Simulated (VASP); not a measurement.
# LiCl (Fm-3m) in VASP: a series of runs, part 2 of 2

VASP 6.6.1. Earlier steps stand in the parts before.

## (4) Relaxation of cell and atoms, r2SCAN

This run uses another cell than the first one, of 16.87 Å³/atom, 0.981 times its volume.

POSCAR

```
LiCl
1.0
    0.0000000000      2.5647700000      2.5647700000
    2.5647700000      0.0000000000      2.5647700000
    2.5647700000      2.5647700000      0.0000000000
Li Cl
1 1
Direct
    0.0000000000      0.0000000000      0.0000000000
    0.5000000000      0.5000000000      0.5000000000
```

INCAR.step1

```
PREC = Accurate
ENCUT = 600
ISMEAR = 0
SIGMA = 0.02
LREAL = False
LASPH = True
NELM = 80
GGA = PE
ALGO = Normal
EDIFF = 1E-4
LWAVE = True
LCHARG = False
```

INCAR.step2

```
PREC = Accurate
ENCUT = 600
EDIFF = 1E-7
ISMEAR = 0
SIGMA = 0.02
LREAL = False
LASPH = True
NELM = 80
ALGO = Normal
ISIF = 3
LWAVE = False
LCHARG = False
METAGGA = R2SCAN
LMIXTAU = True
IBRION = 2
NSW = 100
EDIFFG = -0.005
ISTART = 1
```

KPOINTS

```
Automatic mesh
0
Gamma
  8 8 8
```

Potentials or basis: VASP PAW PBE potentials, release 64 (Li_sv, Cl).

Run with:

```bash
$ cat potpaw_PBE.64/Li_sv/POTCAR potpaw_PBE.64/Cl/POTCAR > POTCAR
$ cp INCAR.step1 INCAR
$ mpirun -np 1 vasp_std > vasp.out
$ cp INCAR.step2 INCAR
$ mpirun -np 1 vasp_std > vasp.out
```

OUTCAR:

```text
PREC = Accurate
   ENCUT = 600
   EDIFF = 1E-7
   ISMEAR = 0
   LREAL = False
   LASPH = True
   NELM = 80
   ISIF = 3
   METAGGA = R2SCAN
   IBRION = 2
   NSW = 100
   EDIFFG = -0.005
   ISTART = 1

 ion  position               nearest neighbor table
   1  0.000  0.000  0.000-   2 2.56   2 2.56   2 2.56   2 2.56   2 2.56   2 2.56
   2  0.500  0.500  0.500-   1 2.56   1 2.56   1 2.56   1 2.56   1 2.56   1 2.56

  LATTYP: Found a face centered cubic cell.
 ALAT       =     5.1295400000

  Lattice vectors:

 A1 = (   0.0000000000,   2.5647700000,   2.5647700000)
 A2 = (   2.5647700000,   0.0000000000,   2.5647700000)
 A3 = (   2.5647700000,   2.5647700000,   0.0000000000)

Analysis of symmetry for initial positions (statically):
=====================================================================
 Subroutine PRICEL returns:
 Original cell was already a primitive cell.

 Routine SETGRP: Setting up the symmetry group for a
 face centered cubic supercell.

 Subroutine GETGRP returns: Found 48 space group operations
 (whereof 48 operations were pure point group operations)
 out of a pool of 48 trial point group operations.

The static configuration has the point symmetry O_h .

Analysis of symmetry for dynamics (positions and initial velocities):
=====================================================================
 Subroutine PRICEL returns:
[... 301 lines left out ...]
--------------------------------------- Ionic step        5  -------------------------------------------

 number of electron       9.9999997 magnetization

 Free energy of the ion-electron system (eV)
  ---------------------------------------------------
  ext. energy  EPLUGINS =         0.00000000
  ---------------------------------------------------
  free energy    TOTEN  =       -12.59077641 eV

  energy without entropy =      -12.59077641  energy(sigma->0) =      -12.59077641

 E-fermi :   0.4745     XC(G=0):  -9.2774

 val. band max:        0.3786869235   @ k =   0.0000   0.0000   0.0000
 cond. band min:       7.8392614245   @ k =   0.0000   0.0000   0.0000
 fundamental gap:      7.4605745010
 Fermi energy:         0.4745048303

 k-point     1 :       0.0000    0.0000    0.0000
  band No.  band energies     occupation
      1     -44.3982      2.00000
      2     -13.6948      2.00000
      3       0.3787      2.00000
      4       0.3787      2.00000
      5       0.3787      2.00000
      6       7.8393      0.00000
      7      13.0606      0.00000
      8      13.0606      0.00000
      9      13.0606      0.00000
[... 265 lines left out ...]
 k-point    24 :      -0.3750    0.2500    0.1250
  band No.  band energies     occupation
      1     -44.3947      2.00000
      2     -12.9521      2.00000
      3      -2.2882      2.00000
      4      -0.9982      2.00000
      5      -0.2418      2.00000
      6       9.4545      0.00000
      7      10.5848      0.00000
      8      11.8675      0.00000
      9      13.3020      0.00000

 [... further k-points ...]

------------------------ aborting loop because EDIFF is reached ----------------------------------------

  FORCE on cell =-STRESS in cart. coord.  units (eV):
  Direction    XX          YY          ZZ          XY          YZ          ZX
  --------------------------------------------------------------------------------------
  -------------------------------------------------------------------------------------
  Total       -0.0001440     -0.0001440     -0.0001440      0.0000000      0.0000000      0.0000000
  in kB       -0.0070103     -0.0070103     -0.0070103      0.0000000      0.0000000      0.0000000
  external PRESSURE =      -0.0070103 kB  Pullay stress =       0.0000000 kB
[... 17 lines left out ...]
  FREE ENERGIE OF THE ION-ELECTRON SYSTEM (eV)
  ---------------------------------------------------
  free  energy   TOTEN  =       -12.5907764090 eV

  energy  without entropy=      -12.5907764090  energy(sigma->0) =      -12.59077641

 reached required accuracy - stopping structural energy minimisation
```

It took 2.4 min on 1 thread of Intel Xeon Platinum 8488C (Sapphire Rapids), shared host; peak memory 0.17 GiB.

What came out:

```yaml
Free_energy: -12.5908 eV
Relaxed_volume: 16.46 Å³/atom
Relaxed_cell: a = 3.597 Å, b = 3.597 Å, c = 3.597 Å, α = 60.00°, β = 60.00°, γ = 60.00°
Space_group_after_relaxing_to_0.05_Å: Fm-3m (No. 225)
Energy_gained_by_relaxing: 1.4 meV/atom
Ionic_steps: 5
Pressure_after_relaxing: 0.0 GPa
Band_gap_on_the_k_mesh: 7.46 eV, direct
```

The path:
| step | energy change (eV) | largest force (eV/Å) | pressure (GPa) | volume (Å³) |
| --- | --- | --- | --- | --- |
| 1 | 0.0000 | 0.0000 | -0.87 | 33.74 |
| 2 | -0.0021 | 0.0000 | -0.43 | 33.30 |
| 3 | -0.0025 | 0.0000 | -0.26 | 33.14 |
| 4 | -0.0028 | 0.0000 | 0.10 | 32.83 |
| 5 | -0.0028 | 0.0000 | 0.00 | 32.92 |

Final structure:
```
CELL_PARAMETERS angstrom
0.00000 2.54365 2.54365
2.54365 0.00000 2.54365
2.54365 2.54365 0.00000
ATOMIC_POSITIONS crystal
Li 0.00000 0.00000 0.00000
Cl 0.50000 0.50000 0.50000
```

Caveat: the cutoff is under 1.25 times the usual one of these potentials, so pressure, stress and relaxed cells hold a basis-set (Pulay) error; the PAW data sets were made with another functional, which shifts forces and pressure a little.

## (5) The runs side by side

```tsv
task	cell	cutoff (eV)	gap on the mesh (eV)
single point	a = 3.651 Å, angles 60.0°, 2 atoms	520	7.17
single point	a = 3.686 Å, angles 60.0°, 2 atoms	520	7.01
relaxation of cell and atoms	relaxed from a = 3.627 Å, angles 60.0°, 2 atoms	600	7.46
```

Alike in all rows: level r2SCAN; potentials or basis VASP PAW PBE potentials, release 64 (Li_sv, Cl); no spin polarisation; k mesh 8 × 8 × 8; smearing gaussian 0.02 eV.

Caveats: the cutoff is under 1.25 times the usual one of these potentials, so pressure, stress and relaxed cells hold a basis-set (Pulay) error; the PAW data sets were made with another functional, which shifts forces and pressure a little.

Total energies depend on the potentials used, so only differences within one code and one set of settings carry meaning.
